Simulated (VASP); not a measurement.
# SiPd3Pt (P6/mmm) in VASP: a series of runs

The runs below take SiPd3Pt through single point, with PBE.

All numbers are computed with VASP 6.6.1; they aren't measurements. Logs are shortened: lines on timing, memory, paths and dates and some standing lists are left out, and cuts for length are marked.

## (1) The cell of the first run

Symmetry: P6/mmm, No. 191, hexagonal system. The conventional cell has a = 5.163 Å, b = 5.163 Å, c = 4.485 Å, α = 90.00°, β = 90.00°, γ = 120.00°. Si (site symmetry 6/mmm) has 2 Pt at 2.24 Å and 6 Pd at 2.58 Å within 3.0 Å. Within 3.5 Å of Pd (site symmetry mmm) lie 2 Si at 2.58 Å and 4 Pd at 2.58 Å and 4 Pt at 3.42 Å. Within 3.0 Å of Pt (site symmetry 6/mmm) lie 2 Si at 2.24 Å.

The cell was built from a structure type or drawn by symmetry, and may not be a known phase.

## (2) Single point, PBE

INCAR

```
SYSTEM = SiPd3Pt
PREC = Accurate
ENCUT = 520
EDIFF = 1E-6
ISMEAR = 0
SIGMA = 0.1
LREAL = .False.
LASPH = .True.
NELM = 100
ALGO = Fast
ISIF = 2
LWAVE = .False.
LCHARG = .False.
GGA = PE
NBANDS = 30
```

KPOINTS

```
Automatic mesh
0
Gamma
  12 12 8
  0 0 0
```

POSCAR

```
SiPd3Pt
1.0
    5.1627184014      0.0000000000      0.0000000000
   -2.5813592007      4.4710452882      0.0000000000
    0.0000000000      0.0000000000      4.4854808801
Si Pd Pt
1 3 1
Direct
    0.0000000000      0.0000000000      0.0000000000
    0.5000000000      0.0000000000      0.0000000000
    0.0000000000      0.5000000000      0.0000000000
    0.5000000000      0.5000000000      0.0000000000
    0.0000000000      0.0000000000      0.5000000000
```

Potentials or basis: VASP PAW PBE potentials, release 64 (Si, Pd, Pt).

Launch:

```bash
$ cat potpaw_PBE.64/Si/POTCAR potpaw_PBE.64/Pd/POTCAR potpaw_PBE.64/Pt/POTCAR > POTCAR
$ mpirun -np 1 vasp_std > vasp.out
```

OUTCAR:

```text
SYSTEM = SiPd3Pt
   PREC = Accurate
   ENCUT = 520
   EDIFF = 1E-6
   ISMEAR = 0
   LREAL = .False.
   LASPH = .True.
   NELM = 100
   ISIF = 2
   GGA = PE

 ion  position               nearest neighbor table
   1  0.000  0.000  0.000-   5 2.24   5 2.24   2 2.58   2 2.58   4 2.58   3 2.58   3 2.58   4 2.58

   2  0.500  0.000  0.000-   1 2.58   1 2.58   4 2.58   4 2.58   3 2.58   3 2.58   5 3.42   5 3.42
                             5 3.42   5 3.42
   3  0.000  0.500  0.000-   4 2.58   4 2.58   1 2.58   1 2.58   2 2.58   2 2.58   5 3.42   5 3.42
                             5 3.42   5 3.42
   4  0.500  0.500  0.000-   3 2.58   3 2.58   1 2.58   2 2.58   2 2.58   1 2.58   5 3.42   5 3.42
                             5 3.42   5 3.42
   5  0.000  0.000  0.500-   1 2.24   1 2.24   2 3.42   2 3.42   2 3.42   2 3.42   3 3.42   4 3.42
                             3 3.42   3 3.42   3 3.42   4 3.42   4 3.42   4 3.42

  LATTYP: Found a hexagonal cell.
 ALAT       =     5.1627184014
 C/A-ratio  =     0.8688215261

  Lattice vectors:

 A1 = (   5.1627184014,   0.0000000000,   0.0000000000)
 A2 = (  -2.5813592007,   4.4710452882,   0.0000000000)
 A3 = (   0.0000000000,   0.0000000000,   4.4854808801)

Analysis of symmetry for initial positions (statically):
=====================================================================
 Subroutine PRICEL returns:
 Original cell was already a primitive cell.

 Routine SETGRP: Setting up the symmetry group for a
 hexagonal supercell.

 Subroutine GETGRP returns: Found 24 space group operations
 (whereof 24 operations were pure point group operations)
 out of a pool of 24 trial point group operations.

The static configuration has the point symmetry D_6h.

Analysis of symmetry for dynamics (positions and initial velocities):
=====================================================================
 Subroutine PRICEL returns:
 Original cell was already a primitive cell.

 Routine SETGRP: Setting up the symmetry group for a
 hexagonal supercell.

 Subroutine GETGRP returns: Found 24 space group operations
 (whereof 24 operations were pure point group operations)
 out of a pool of 24 trial point group operations.

The dynamic configuration has the point symmetry D_6h.

 Subroutine INISYM returns: Found 24 space group operations
 (whereof 24 operations are pure point group operations),
 and found     1 'primitive' translations

----------------------------------------------------------------------------------------

                                     Primitive cell

  volume of cell :     103.5372
[... 100 lines left out ...]
   NFREE  =      0    steps in history (QN), initial steepest desc. (CG)
   ISIF   =      2    stress and relaxation
   ISYM   =      2    0-nonsym 1-usesym 2-fastsym
   POTIM  = 0.5000    time-step for ionic-motion
   TEBEG  =    0.0;   TEEND  =   0.0 temperature during run
   PSTRESS=    0.0 pullay stress
   NELECT =      44.0000    total number of electrons
   NUPDOWN=      -1.0000    fix difference up-down
   EMIN   =  10.00;   EMAX   =-10.00  energy-range for DOS
   EFERMI =   0.00;   METHOD = LEGACY
   ISMEAR =     0;   SIGMA  =   0.10  broadening in eV -4-tet -1-fermi 0-gaus
   EFERMI_NEDOS =   21; number of points for ismear=-14 and -15
   IALGO  =     68    algorithm
   IMIX   =      4    mixing-type and parameters
     AMIX     =   0.40;   BMIX     =  1.00
     AMIX_MAG =   1.60;   BMIX_MAG =  1.00
  volume/ion in A,a.u.               =      20.71       139.74
  Fermi-wavevector in a.u.,A,eV,Ry     =   1.230817  2.325907 20.611615  1.514911
  Thomas-Fermi vector in A             =   2.365651
   LORBIT       =      0    0 simple, 1 ext, 2 COOP (PROOUT), +10 PAW based schemes
   GGA     = PE    functional components
   LHFCALC =     F    Hartree Fock is set to
   AEXX    =    0.0000 exact exchange contribution
   IVDW    =     0    specifies the selected vdW correction
   LEPSILON=     F    determine dielectric tensor
   LRPA    =     F    only Hartree local field effects (RPA)
 non-spin polarized calculation
 RMM-DIIS sequential band-by-band and
 Gauss-broadening in eV      SIGMA  =   0.10
  energy-cutoff  :      520.00
  volume of cell :      103.54
 maximum number of plane-waves:      2819
 NGX is ok and might be reduce to    40
   NGX = 19   NGY = 19   NGZ = 17

 number of electron      44.0000000 magnetization

 Free energy of the ion-electron system (eV)
  ---------------------------------------------------
  ext. energy  EPLUGINS =         0.00000000
  ---------------------------------------------------
  free energy    TOTEN  =       -25.50755127 eV

  energy without entropy =      -25.49477906  energy(sigma->0) =      -25.50116517

 E-fermi :   5.4094     XC(G=0): -10.5256

 val. band max:        5.4080153317   @ k =   0.5000   0.0000   0.5000
 cond. band min:       5.4119527533   @ k =   0.0833   0.0833   0.2500
 fundamental gap:      0.0039374216
 Fermi energy:         5.4093882413

 k-point     1 :       0.0000    0.0000    0.0000
  band No.  band energies     occupation
      1      -4.7566      2.00000
      2       0.1651      2.00000
      3       0.9935      2.00000
      4       0.9935      2.00000
      5       1.6183      2.00000
      6       1.6183      2.00000
[... 781 lines left out ...]
     29      12.4835      0.00000
     30      13.7677      0.00000

 [... further k-points ...]

------------------------ aborting loop because EDIFF is reached ----------------------------------------

  FORCE on cell =-STRESS in cart. coord.  units (eV):
  Direction    XX          YY          ZZ          XY          YZ          ZX
  --------------------------------------------------------------------------------------
  -------------------------------------------------------------------------------------
  Total       -0.0618034     -0.0618034      0.1526402      0.0000000     -0.0000000     -0.0000000
  in kB       -0.9563713     -0.9563713      2.3620164      0.0000000     -0.0000000     -0.0000000
  external PRESSURE =       0.1497580 kB  Pullay stress =       0.0000000 kB

 VOLUME and BASIS-vectors are now :
 -----------------------------------------------------------------------------
  energy-cutoff  :      520.00
  volume of cell :      103.54
      direct lattice vectors                 reciprocal lattice vectors
     5.162718401  0.000000000  0.000000000     0.193696406  0.111830672  0.000000000
    -2.581359201  4.471045288  0.000000000     0.000000000  0.223661344  0.000000000
     0.000000000  0.000000000  4.485480880     0.000000000  0.000000000  0.222941537

 POSITION                                       TOTAL-FORCE (eV/Angst)
 -----------------------------------------------------------------------------------
      0.00000      0.00000      0.00000         0.000000      0.000000      0.000000
      2.58136      0.00000      0.00000         0.000000      0.000000      0.000000
     -1.29068      2.23552      0.00000         0.000000      0.000000      0.000000
      1.29068      2.23552      0.00000        -0.000000      0.000000      0.000000
      0.00000      0.00000      2.24274         0.000000      0.000000      0.000000
 -----------------------------------------------------------------------------------
    total drift:                               -0.000000      0.000000     -0.000000

  FREE ENERGIE OF THE ION-ELECTRON SYSTEM (eV)
  ---------------------------------------------------
  free  energy   TOTEN  =       -25.5075512672 eV

  energy  without entropy=      -25.4947790628  energy(sigma->0) =      -25.50116517
```

It took 1.8 min on 1 thread of Intel Xeon 6975P-C (Granite Rapids), shared host; peak memory 0.43 GiB.

What came out:

| Quantity | Value |
| --- | --- |
| Free energy | -25.5076 eV |
| Pressure | 0.0 GPa |
| Band gap on the k mesh | zero (bands 22 and 23 overlap by 1.25 eV) |

Caveat: spin-orbit coupling is left out, which moves the levels of the heavy elements.

## (3) Single point, PBE, collinear spin

INCAR

```
SYSTEM = SiPd3Pt
PREC     = Accurate       ! precision mode
ENCUT    = 520            ! plane-wave cutoff, eV
EDIFF    = 1E-6           ! SCF threshold, eV
ISMEAR   = 0              ! smearing method
SIGMA    = 0.1            ! smearing width, eV
LREAL    = .False.        ! projectors in reciprocal space
LASPH    = .True.         ! aspherical terms in the spheres
NELM     = 150            ! most SCF steps
ALGO     = Normal         ! electronic algorithm
ISIF     = 2              ! what is computed and relaxed
LWAVE    = .False.        ! write WAVECAR
LCHARG   = .False.        ! write CHGCAR
ISPIN    = 2              ! spin polarisation
MAGMOM   = 0 1 1 1 0      ! initial moments
LORBIT   = 11             ! projections on sites
LMAXMIX  = 4              ! l up to which the mixer works
GGA      = PE             ! functional
NBANDS   = 34             ! bands
```

KPOINTS

```
Automatic mesh
0
Gamma
  6 6 4
  0 0 0
```

POSCAR: that of step 2 with these lines changed.

```diff
@@ -2,5 +2,5 @@
 1.0
-    5.1627184014      0.0000000000      0.0000000000
-   -2.5813592007      4.4710452882      0.0000000000
-    0.0000000000      0.0000000000      4.4854808801
+    5.1650152737      0.0000000000      0.0000000000
+   -2.5825076369      4.4730344380      0.0000000000
+    0.0000000000      0.0000000000      4.4872177375
 Si Pd Pt
```

Potentials or basis: VASP PAW PBE potentials, release 64 (Si, Pd, Pt).

Launch:

```bash
$ cat potpaw_PBE.64/Si/POTCAR potpaw_PBE.64/Pd/POTCAR potpaw_PBE.64/Pt/POTCAR > POTCAR
$ mpirun -np 1 vasp_std > vasp.out
```

Wall time 61 s (1 thread of Intel Xeon 6975P-C (Granite Rapids), shared host); peak memory 0.34 GiB.

Results (log left out):

```
Free energy                                           : -25.5197 eV
Pressure                                              : -0.1 GPa
Band gap on the k mesh                                : zero (filled and empty bands overlap)
Net moment                                            : 0.00 μB per cell
Valence electrons inside the program's atomic spheres : Si 1.62; Pd 9.43; Pt 9.22
```

Stress tensor (GPa, compression positive):
```
-0.22  0.00  0.00
 0.00 -0.22  0.00
 0.00  0.00  0.17
```

Levels at points of the mesh, in eV from the Fermi level:
Spin up:
| k point | band 19 | band 20 | band 21 | band 22 | band 23 | band 24 | band 25 | band 26 |
| --- | --- | --- | --- | --- | --- | --- | --- | --- |
| (0.00, 0.00, 0.00) | -0.91 | -0.35 | -0.35 | -0.32 | -0.32 | 0.80 | 2.56 | 3.20 |
| (0.50, 0.00, 0.00) | -1.22 | -1.22 | -1.12 | -0.47 | 1.09 | 1.57 | 1.72 | 3.32 |
| (0.00, 0.00, 0.50) | -0.64 | -0.40 | -0.40 | 0.80 | 1.40 | 1.40 | 2.30 | 3.84 |
| (0.50, 0.00, 0.50) | -0.93 | -0.46 | -0.39 | -0.06 | 0.14 | 1.18 | 1.37 | 3.09 |
Spin down:
```
           k point  band 20  band 21  band 22  band 23  band 24  band 25
(0.00, 0.00, 0.00)    -0.35    -0.35    -0.32    -0.32     0.80     2.56
(0.50, 0.00, 0.00)    -1.22    -1.12    -0.47     1.09     1.57     1.72
(0.00, 0.00, 0.50)    -0.40    -0.40     0.80     1.40     1.40     2.30
(0.50, 0.00, 0.50)    -0.46    -0.39    -0.06     0.14     1.18     1.37
```

Caveat: spin-orbit coupling is left out, which moves the levels of the heavy elements.
